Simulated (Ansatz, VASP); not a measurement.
**One calculation of ZnCu, two programs**

File INCAR:

```
PREC     = Accurate       # precision mode
ENCUT    = 520            # plane-wave cutoff, eV
EDIFF    = 1E-8           # SCF threshold, eV
ISMEAR   = -1             # smearing method
SIGMA    = 0.05           # smearing width, eV
LREAL    = F              # projectors in reciprocal space
LASPH    = T              # aspherical terms in the spheres
NELM     = 80             # most SCF steps
ALGO     = Normal         # electronic algorithm
ISIF     = 2              # what is computed and relaxed
LWAVE    = F              # write WAVECAR
LCHARG   = F              # write CHGCAR
GGA      = PS             # functional
LEFG     = T            
NBANDS   = 18             # bands
```

The input KPOINTS:

```
Automatic mesh
0
Gamma
  14 14 14
```

The input POSCAR:

```
ZnCu
1.0
    2.9450000000      0.0000000000      0.0000000000
    0.0000000000      2.9450000000      0.0000000000
    0.0000000000      0.0000000000      2.8861000000
Zn Cu
1 1
Direct
    0.5000000000      0.5000000000      0.5000000000
    0.0000000000      0.0000000000      0.0000000000
```

Input for Ansatz:

```yaml
crystal:
  lattice:
    - [2.945, 0.0, 0.0]
    - [0.0, 2.945, 0.0]
    - [0.0, 0.0, 2.8861]
  atoms:
    - { symbol: Zn, position: [0.5, 0.5, 0.5] }
    - { symbol: Cu, position: [0.0, 0.0, 0.0] }
kpoints:
  mp_grid: { grid: [14, 14, 14] }
scf:
  occupations: { method: fermi_dirac, width: 0.05 }
hamiltonian:
  xc: pbesol
  pseudopotentials: { kind: all_electron, datasets: crystal }
output:
  forces: true
  stress: true
  eigenvalues: true
  efg: { contact_densities: true }
```

Change from the starting cell: zz strain of -2 %, crystal datasets.

Alike in both runs: task electric field gradients; functional PBEsol; k mesh 14 × 14 × 14; occupations fermi-dirac, width 0.05 eV; no spin polarisation.

```csv
,VASP,Ansatz
version,VASP 6.6.1,Ansatz 0.2.0
potentials or method,"VASP PAW PBE potentials, release 64 (Zn, Cu), cutoff 520 eV","all-electron PAW with datasets made for the crystal, scalar-relativistic"
```

|  | VASP | Ansatz | Ansatz less VASP |
| --- | --- | --- | --- |
| pressure (GPa) | -1.6 | -2.3 | -0.67 |
| traceless stress, the component that is largest in VASP (GPa) | 0.67 | 0.66 | -0.009 |
| size of Vzz on the site where it differs most (V/Å²) | 4.0 | 4.3 | +0.28 |

VASP's potentials were made for PBE, not for PBEsol. Ansatz ran all-electron here, and VASP with PAW potentials.
